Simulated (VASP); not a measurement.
## HoAuF4: single point with PBE

Crystal: HoAuF4.

```
Ho Au F
1.0
     0.00000    3.35480    3.35480
     3.35480    0.00000    3.35480
     3.35480    3.35480    0.00000
Ho Au F
1 1 4
Cartesian
  5.0322 5.0322 5.0322
  3.3548 3.3548 3.3548
  0.8352 0.8352 0.8352
  2.5196 2.5196 0.8352
  2.5196 0.8352 2.5196
  0.8352 2.5196 2.5196
```

The cell was built from a structure type or drawn by symmetry, and may not be a known phase.

```yaml
Program: VASP 6.6.1
Task: single point
Functional: PBE
Potentials_or_basis: VASP PAW PBE potentials, release 64 (Ho_3, Au, F), 4f in core
Cutoff: 600 eV
k_mesh: 3 × 3 × 3
Occupations: gaussian, width 0.15 eV
Spin: no spin polarisation
```

```yaml
Pressure: -0.3 GPa
Largest_force: 0.055 eV/Å
Band_gap_on_the_k_mesh: zero (filled and empty bands touch)
```

Forces on the atoms (eV/Å):
```
Ho   0.000  0.000  0.000
Au   0.000  0.000  0.000
F   -0.032 -0.032 -0.032
F    0.032  0.032 -0.032
F    0.032 -0.032  0.032
F   -0.032  0.032  0.032
```

Levels at points of the mesh, in eV from the Fermi level:
```tsv
k point	band 20	band 21	band 22	band 23	band 24	band 25	band 26	band 27	band 28	band 29
(0.00, 0.00, 0.00)	-1.22	-1.22	-1.22	-0.07	-0.07	-0.07	3.88	3.88	3.88	5.51
```

Wall time 30 s on 1 thread of Intel(R) Xeon(R) Platinum 8259CL CPU @ 2.50GHz (Skylake/Cascade Lake) (shared host), peak memory 0.24 GiB.

Caveat: the k points lie up to 0.54 Å⁻¹ apart; spin-orbit coupling is left out, which moves the levels of the heavy elements; the 4f electrons are frozen in the core, so they carry no moment and show no levels; the run has no spin polarisation, though such a crystal can be magnetic. Spin polarisation is off, so any magnetic state and its effect on volume and gap are missing.
